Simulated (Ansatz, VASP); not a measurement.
**BN: VASP beside Ansatz**

INCAR

```
SYSTEM = BN
  ALGO = Normal
  EDIFF = 1E-7
  EDIFFG = -0.005
  ENCUT = 910
  GGA = PS
  GGA_COMPAT = .FALSE.
  IBRION = 2
  ISIF = 3
  ISMEAR = 0
  LASPH = .TRUE.
  LCHARG = .FALSE.
  LREAL = .FALSE.
  LWAVE = .FALSE.
  NELM = 120
  NELMIN = 4
  NSW = 100
  PREC = Accurate
  SIGMA = 0.02
```

Contents of KPOINTS:

```
k-points
0
G
  12 12 4
  0 0 0
```

POSCAR

```
BN
1.0
    2.5043313854      0.0000000000      0.0000000000
   -1.2521656927      2.1688145992      0.0000000000
    0.0000000000      0.0000000000      7.0727237489
B N
2 2
Direct
    0.3333333333      0.6666666667      0.2500000000
    0.6666666667      0.3333333333      0.7500000000
    0.3333333333      0.6666666667      0.7500000000
    0.6666666667      0.3333333333      0.2500000000
```

Input for Ansatz:

```yaml
crystal:
  lattice:
    - [2.5043313854, 0.0, 0.0]
    - [-1.2521656927, 2.1688145992, 0.0]
    - [0.0, 0.0, 7.0727237489]
  atoms:
    - { symbol: B, position: [0.3333333333, 0.6666666667, 0.25] }
    - { symbol: B, position: [0.6666666667, 0.3333333333, 0.75] }
    - { symbol: "N", position: [0.3333333333, 0.6666666667, 0.75] }
    - { symbol: "N", position: [0.6666666667, 0.3333333333, 0.25] }
basis:
  ecutwfc: 420
kpoints:
  mp_grid: { grid: [12, 12, 4] }
hamiltonian:
  xc: pbesol
scf:
  occupations: { method: gaussian, width: 0.02 }
output:
  forces: true
  stress: true
  eigenvalues: true
relax:
  adjacent_minimum: "off"
  f_tol: 0.005
  max_steps: 80
  cell: { stress_tol: 0.05 }
```

Alike in both runs: task relaxation of cell and atoms; functional PBEsol; k mesh 12 × 12 × 4; occupations gaussian, width 0.02 eV; no spin polarisation.

|  | VASP | Ansatz |
| --- | --- | --- |
| version | VASP 6.6.1 | Ansatz 0.2.0 |
| potentials or method | VASP PAW PBE potentials, release 64 (B_h, N_h), cutoff 910 eV | scalar-relativistic, plane waves, PAW |
| valence electrons in the cell | 16 | 16 |

VASP gave:

| Quantity | Value |
| --- | --- |
| gap on the k mesh at the Fermi level, each at its own relaxed structure (eV) | 4.24 |
| relaxed volume (Å³/atom) | 9.38 |
| relaxed cell length with the largest relative difference (Å) | 6.912 |

Problem. Which values does Ansatz return?

Solution. gap on the k mesh at the Fermi level, each at its own relaxed structure (eV): 4.28; relaxed volume (Å³/atom): 9.60; relaxed cell length with the largest relative difference (Å): 7.073.

VASP's potentials were made for PBE, not for PBEsol.

Noted on VASP's run: the cutoff is short for stress, so the pressure is rough.
